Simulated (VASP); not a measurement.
# ZnS in VASP: notebook

The runs below take ZnS through single point, relaxation of shape and atoms at fixed volume, with RPBE.

Everything below comes from runs of VASP 6.6.1. Logs are shortened: lines on timing, memory, paths and dates and some standing lists are left out, and cuts for length are marked.

## 1. The cell of the first run

Symmetry: Cmc2_1, No. 36, orthorhombic system. Conventional cell: a = 3.837 Å, b = 6.595 Å, c = 12.524 Å, α = 90.00°, β = 90.00°, γ = 90.00°. Zn (site symmetry m) has 4 S at 2.34 Å within 3.1 Å. Within 3.1 Å of Zn (site symmetry m) lie 4 S at 2.34 to 2.35 Å. S (site symmetry m) has 4 Zn at 2.34 Å within 3.1 Å. Within 3.1 Å of S (site symmetry m) lie 4 Zn at 2.34 to 2.35 Å.

## 2. Single point, RPBE

INCAR

```
SYSTEM = ZnS
PREC = Accurate ; ENCUT = 500
EDIFF = 1E-6 ; ISMEAR = 0
SIGMA = 0.01 ; LREAL = .FALSE.
LASPH = .TRUE. ; NELM = 120
ALGO = Normal ; ISIF = 2
LWAVE = .FALSE. ; LCHARG = .TRUE.
GGA = RP ; LELF = .TRUE.
LVHAR = .TRUE. ; NBANDS = 46
ISYM = 0 ; GGA_COMPAT = .FALSE.
```

KPOINTS

```
Automatic mesh
0
Gamma
  4 4 1
  0.5 0.5 0
```

POSCAR

```
ZnS
1.0
    3.8148416042      0.0126647154      0.0000000000
   -1.8964528368      3.3100820983      0.0000000000
    0.0000000000      0.0000000000     12.5237621596
Zn S
4 4
Direct
   -0.0014170059      0.0014170059      0.0001906234
    0.0014170059     -0.0014170059      0.5001906234
    0.3339894243      0.6660105757      0.2500724729
    0.6660105757      0.3339894243      0.7500724729
   -0.0001017919      0.0001017919      0.1871803144
    0.0001017919     -0.0001017919      0.6871803144
    0.3354712444      0.6645287556      0.4375565893
    0.6645287556      0.3354712444      0.9375565893
```

Potentials or basis: VASP PAW PBE potentials, release 64 (Zn, S).

On the command line:

```
$ cat potpaw_PBE.64/Zn/POTCAR potpaw_PBE.64/S/POTCAR > POTCAR
$ mpirun -np 1 vasp_std > vasp.out
```

OUTCAR:

```text
SYSTEM = ZnS
   PREC = Accurate
   ENCUT = 500
   EDIFF = 1E-6
   ISMEAR = 0
   LREAL = .FALSE.
   LASPH = .TRUE.
   NELM = 120
   ISIF = 2
   GGA = RP
   ISYM = 0

 ion  position               nearest neighbor table
   1  0.999  0.001  0.000-   8 2.34   5 2.34   8 2.34   8 2.34
   2  0.001  0.999  0.500-   7 2.34   6 2.34   7 2.34   7 2.34
   3  0.334  0.666  0.250-   5 2.34   5 2.34   5 2.34   7 2.35
   4  0.666  0.334  0.750-   6 2.34   6 2.34   6 2.34   8 2.35
   5  1.000  0.000  0.187-   3 2.34   1 2.34   3 2.34   3 2.34
   6  0.000  1.000  0.687-   4 2.34   2 2.34   4 2.34   4 2.34
   7  0.335  0.665  0.438-   2 2.34   2 2.34   2 2.34   3 2.35
   8  0.665  0.335  0.938-   1 2.34   1 2.34   1 2.34   4 2.35

IMPORTANT INFORMATION: All symmetrisations will be switched off!
NOSYMM: (Re-)initialisation of all symmetry stuff for point group C_1.

----------------------------------------------------------------------------------------

                                     Primitive cell

  volume of cell :     158.4438

  direct lattice vectors                    reciprocal lattice vectors
     3.814841604  0.012664715  0.000000000     0.261636436  0.149899956  0.000000000
    -1.896452837  3.310082098  0.000000000    -0.001001048  0.301533778  0.000000000
     0.000000000  0.000000000 12.523762160     0.000000000  0.000000000  0.079848211

  length of vectors
     3.814862627  3.814862627 12.523762160     0.301535439  0.301535439  0.079848211

  position of ions in fractional coordinates (direct lattice)
     0.998582994  0.001417006  0.000190623
     0.001417006  0.998582994  0.500190623
     0.333989424  0.666010576  0.250072473
     0.666010576  0.333989424  0.750072473
     0.999898208  0.000101792  0.187180314
     0.000101792  0.999898208  0.687180314
     0.335471244  0.664528756  0.437556589
     0.664528756  0.335471244  0.937556589

  ion indices of the primitive-cell ions
   primitive index   ion index
                 1           1
                 2           2
                 3           3
                 4           4
                 5           5
                 6           6
                 7           7
                 8           8

----------------------------------------------------------------------------------------

 KPOINTS: Automatic mesh

Automatic generation of k-mesh.
 Grid dimensions read from file:
 generate k-points for:    4    4    1

 Generating k-lattice:

  Cartesian coordinates                     Fractional coordinates (reciprocal lattice)
     0.065409109  0.037474989  0.000000000     0.250000000  0.000000000  0.000000000
    -0.000250262  0.075383444  0.000000000     0.000000000  0.250000000  0.000000000
     0.000000000  0.000000000  0.079848211     0.000000000  0.000000000  1.000000000

  Length of vectors
     0.075383860  0.075383860  0.079848211

  Shift w.r.t. Gamma in fractional coordinates (k-lattice)
     0.500000000  0.500000000  0.000000000

 Subroutine IBZKPT returns following result:
 ===========================================

 Found      8 irreducible k-points:

 Following reciprocal coordinates:
            Coordinates               Weight
  0.125000  0.125000  0.000000      2.000000
  0.375000  0.125000  0.000000      2.000000
  0.125000  0.375000  0.000000      2.000000
 -0.375000  0.125000  0.000000      2.000000
  0.125000 -0.375000  0.000000      2.000000
 -0.125000  0.125000  0.000000      2.000000
  0.375000  0.375000  0.000000      2.000000
 -0.375000  0.375000  0.000000      2.000000
   k-points           NKPTS =      8   k-points in BZ     NKDIM =      8   number of bands    NBANDS=     46
   number of dos      NEDOS =    301   number of ions     NIONS =      8
   total plane-waves  NPLWV =  75264
   dimension x,y,z NGX =    28 NGY =   28 NGZ =   96
   dimension x,y,z NGXF=    56 NGYF=   56 NGZF=  192
   ions per type =               4   4
   NGX,Y,Z   is equivalent  to a cutoff of  12.20, 12.20, 12.74 a.u.
   NGXF,Y,Z  is equivalent  to a cutoff of  24.40, 24.40, 25.49 a.u.
 SYSTEM =  ZnS
   PREC   = accura    normal or accurate (medium, high low for compatibility)
   ISTART =      0    job   : 0-new  1-cont  2-samecut
   ICHARG =      2    charge: 1-file 2-atom 10-const
   ISPIN  =      1    spin polarized calculation?
   LNONCOLLINEAR =      F non collinear calculations
   LSORBIT =      F    spin-orbit coupling
   LASPH  =      T    aspherical Exc in radial PAW
   ENCUT  =  500.0 eV  36.75 Ry    6.06 a.u.   6.96  6.96 22.83*2*pi/ulx,y,z
   NELM   =    120;   NELMIN=  2; NELMDL= -5     # of ELM steps
   EDIFF  = 0.1E-05   stopping-criterion for ELM
   LREAL  =      F    real-space projection
   EDIFFG = 0.1E-04   stopping-criterion for IOM
   NSW    =      0    number of steps for IOM
   IBRION =     -1    ionic relax: 0-MD 1-quasi-New 2-CG
   NFREE  =      0    steps in history (QN), initial steepest desc. (CG)
   ISIF   =      2    stress and relaxation
   ISYM   =      0    0-nonsym 1-usesym 2-fastsym
   POTIM  = 0.5000    time-step for ionic-motion
   TEBEG  =    0.0;   TEEND  =   0.0 temperature during run
   PSTRESS=    0.0 pullay stress
   NELECT =      72.0000    total number of electrons
   NUPDOWN=      -1.0000    fix difference up-down
   EMIN   =  10.00;   EMAX   =-10.00  energy-range for DOS
   EFERMI =   0.00;   METHOD = LEGACY
   ISMEAR =     0;   SIGMA  =   0.01  broadening in eV -4-tet -1-fermi 0-gaus
   EFERMI_NEDOS =   21; number of points for ismear=-14 and -15
   IALGO  =     38    algorithm
   IMIX   =      4    mixing-type and parameters
     AMIX     =   0.40;   BMIX     =  1.00
     AMIX_MAG =   1.60;   BMIX_MAG =  1.00
  volume/ion in A,a.u.               =      19.81       133.65
  Fermi-wavevector in a.u.,A,eV,Ry     =   1.258618  2.378443 21.553245  1.584119
  Thomas-Fermi vector in A             =   2.392218
   LORBIT       =      0    0 simple, 1 ext, 2 COOP (PROOUT), +10 PAW based schemes
   GGA     = RP    functional components
   LHFCALC =     F    Hartree Fock is set to
   AEXX    =    0.0000 exact exchange contribution
   IVDW    =     0    specifies the selected vdW correction
   LEPSILON=     F    determine dielectric tensor
   LRPA    =     F    only Hartree local field effects (RPA)
 non-spin polarized calculation
 Gauss-broadening in eV      SIGMA  =   0.01
  energy-cutoff  :      500.00
  volume of cell :      158.44
 maximum number of plane-waves:      4031
   NGX = 13   NGY = 13   NGZ = 45

 number of electron      71.9999980 magnetization

 Free energy of the ion-electron system (eV)
  ---------------------------------------------------
  ext. energy  EPLUGINS =         0.00000000
  ---------------------------------------------------
  free energy    TOTEN  =       -24.71642927 eV

  energy without entropy =      -24.71642927  energy(sigma->0) =      -24.71642927

 E-fermi :   2.0928     XC(G=0):  -9.3894

 val. band max:        2.0464908823   @ k =  -0.1250   0.1250   0.0000
 cond. band min:       5.2414155653   @ k =  -0.1250   0.1250   0.0000
 fundamental gap:      3.1949246830
 Fermi energy:         2.0928371210

 k-point     1 :       0.1250    0.1250    0.0000
  band No.  band energies     occupation
      1     -10.6313      2.00000
      2     -10.2769      2.00000
      3     -10.2680      2.00000
      4      -9.8637      2.00000
      5      -4.0782      2.00000
      6      -4.0756      2.00000
[... 38 lines left out ...]
     45       8.9843      0.00000
     46       9.4349      0.00000

 k-point     2 :       0.3750    0.1250    0.0000
  band No.  band energies     occupation
      1     -10.0309      2.00000
      2      -9.8702      2.00000
      3      -9.8638      2.00000
      4      -9.7051      2.00000
      5      -4.0801      2.00000
      6      -4.0030      2.00000
[... 38 lines left out ...]
     45       9.3887      0.00000
     46       9.5872      0.00000

 k-point     3 :       0.1250    0.3750    0.0000
  band No.  band energies     occupation
      1     -10.0309      2.00000
      2      -9.8702      2.00000
      3      -9.8638      2.00000
      4      -9.7051      2.00000
      5      -4.0801      2.00000
      6      -4.0030      2.00000
[... 38 lines left out ...]
     45       9.3887      0.00000
     46       9.5872      0.00000

 k-point     4 :      -0.3750    0.1250    0.0000
  band No.  band energies     occupation
      1     -10.3163      2.00000
      2     -10.0436      2.00000
      3     -10.0348      2.00000
      4      -9.7432      2.00000
      5      -4.0782      2.00000
      6      -4.0359      2.00000
[... 38 lines left out ...]
     45       9.2189      0.00000
     46       9.5852      0.00000

 k-point     5 :       0.1250   -0.3750    0.0000
  band No.  band energies     occupation
      1     -10.3163      2.00000
      2     -10.0436      2.00000
      3     -10.0348      2.00000
      4      -9.7432      2.00000
      5      -4.0782      2.00000
      6      -4.0359      2.00000
[... 38 lines left out ...]
     45       9.2189      0.00000
     46       9.5852      0.00000

 k-point     6 :      -0.1250    0.1250    0.0000
  band No.  band energies     occupation
      1     -10.8174      2.00000
      2     -10.4249      2.00000
      3     -10.4161      2.00000
      4      -9.9550      2.00000
      5      -4.0906      2.00000
      6      -4.0749      2.00000
[... 38 lines left out ...]
     45       8.9433      0.00000
     46       9.2563      0.00000

 k-point     7 :       0.3750    0.3750    0.0000
  band No.  band energies     occupation
      1      -9.8618      2.00000
      2      -9.7906      2.00000
      3      -9.7860      2.00000
      4      -9.7253      2.00000
      5      -4.0176      2.00000
      6      -4.0005      2.00000
[... 38 lines left out ...]
     45       9.2626      0.00000
     46      10.0336      0.00000

 k-point     8 :      -0.3750    0.3750    0.0000
  band No.  band energies     occupation
      1     -10.1982      2.00000
      2      -9.9642      2.00000
      3      -9.9560      2.00000
      4      -9.7123      2.00000
      5      -4.1128      2.00000
      6      -4.0441      2.00000
[... 38 lines left out ...]
     45       9.1915      0.00000
     46       9.9717      0.00000

------------------------ aborting loop because EDIFF is reached ----------------------------------------

  FORCE on cell =-STRESS in cart. coord.  units (eV):
  Direction    XX          YY          ZZ          XY          YZ          ZX
  --------------------------------------------------------------------------------------
  -------------------------------------------------------------------------------------
  Total        3.9210884      3.9192829      3.9261833     -0.0016079      0.0000049      0.0000091
  in kB       39.6498786     39.6316217     39.7013978     -0.0162590      0.0000494      0.0000916
  external PRESSURE =      39.6609660 kB  Pullay stress =       0.0000000 kB

 VOLUME and BASIS-vectors are now :
 -----------------------------------------------------------------------------
  energy-cutoff  :      500.00
  volume of cell :      158.44
      direct lattice vectors                 reciprocal lattice vectors
     3.814841604  0.012664715  0.000000000     0.261636436  0.149899956  0.000000000
    -1.896452837  3.310082098  0.000000000    -0.001001048  0.301533778  0.000000000
     0.000000000  0.000000000 12.523762160     0.000000000  0.000000000  0.079848211

 POSITION                                       TOTAL-FORCE (eV/Angst)
 -----------------------------------------------------------------------------------
      3.80675      0.01734      0.00239         0.000522     -0.000302      0.000480
     -1.88836      3.30541      6.26427        -0.000528      0.000304      0.000512
      0.01106      2.20878      3.13185        -0.000080      0.000047     -0.000083
      1.90733      1.11397      9.39373         0.000079     -0.000045     -0.000066
      3.81426      0.01300      2.34420        -0.000055      0.000029     -0.000239
     -1.89587      3.30975      8.60608         0.000058     -0.000032     -0.000174
      0.01952      2.20389      5.47985         0.000175     -0.000100     -0.000217
      1.89887      1.11885     11.74174        -0.000171      0.000100     -0.000211
 -----------------------------------------------------------------------------------
    total drift:                               -0.000003      0.000001      0.000013

  FREE ENERGIE OF THE ION-ELECTRON SYSTEM (eV)
  ---------------------------------------------------
  free  energy   TOTEN  =       -24.7164292690 eV

  energy  without entropy=      -24.7164292690  energy(sigma->0) =      -24.71642927
```

Wall time 92 s (1 thread of Intel Xeon 8259CL, shared host); peak memory 0.26 GiB.

Results:

| Property | Result |
| --- | --- |
| Free energy | -24.7164 eV |
| Pressure | 4.0 GPa |
| Band gap on the k mesh | 3.19 eV |

Caveat: the k points lie up to 0.50 Å⁻¹ apart; the PAW data sets were made with another functional, which shifts forces and pressure a little; a shifted mesh leaves out Γ, where band edges can lie. A k mesh can miss the band edges.

(Continued in part 2 of 2.)
